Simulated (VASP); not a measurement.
Crystal: Au.

```
Au
1.0
     1.41131   -2.55593    0.00000
     1.41131    2.55593    0.00000
     0.00000    0.00000    4.89317
Au
2
Cartesian
  1.4113 -0.8451 1.2233
  1.4113 0.8451 3.6699
```

```yaml
Program: VASP 6.6.1
Task: relaxation of cell and atoms
Functional: LDA
Potentials_or_basis: VASP PAW LDA potentials, release 64 (Au)
Cutoff: 600 eV
k_mesh: 8 × 8 × 4
Occupations: gaussian, width 0.1 eV
Spin: no spin polarisation
```

At the start: pressure -8.7 GPa; volume 17.65 Å³/atom.

How do energy, volume and symmetry change on relaxing?

Over 13 steps the energy falls by 33.4 meV/atom and the volume is 16.71 Å³/atom (-5.3 %); space group Cmcm (No. 63, to 0.05 Å).

The path:
| step | energy change (eV) | largest force (eV/Å) | pressure (GPa) | volume (Å³) |
| --- | --- | --- | --- | --- |
| 1 | 0.0000 | 0.0141 | -8.70 | 35.30 |
| 2 | 0.1142 | 0.0943 | 21.31 | 30.62 |
| 3 | -0.0559 | 0.0030 | -0.04 | 33.47 |
| 4 | -0.0560 | 0.0025 | 0.12 | 33.43 |
| 5 | -0.0560 | 0.0019 | 0.33 | 33.39 |
| 6 | -0.0609 | 0.0123 | 0.39 | 33.38 |
| 7 | -0.0628 | 0.0971 | 0.84 | 33.32 |
| 8 | -0.0648 | 0.0562 | 0.50 | 33.35 |
| 9 | -0.0648 | 0.0600 | 0.53 | 33.35 |
| 10 | -0.0644 | 0.0514 | -1.30 | 33.66 |
| 11 | -0.0651 | 0.0569 | -0.19 | 33.47 |
| 12 | -0.0656 | 0.0569 | -0.21 | 33.46 |
| 13 | -0.0668 | 0.0492 | -0.15 | 33.42 |

Final structure:
```
CELL_PARAMETERS angstrom
1.37940 -2.58345 0.00000
1.37940 2.58345 0.00000
0.00000 0.00000 4.68950
ATOMIC_POSITIONS crystal
Au 0.66219 0.33781 0.25000
Au 0.33781 0.66219 0.75000
```

Caveat: the relaxation stopped at a loose force limit of 0.05 eV/Å, so its end isn't a converged minimum.
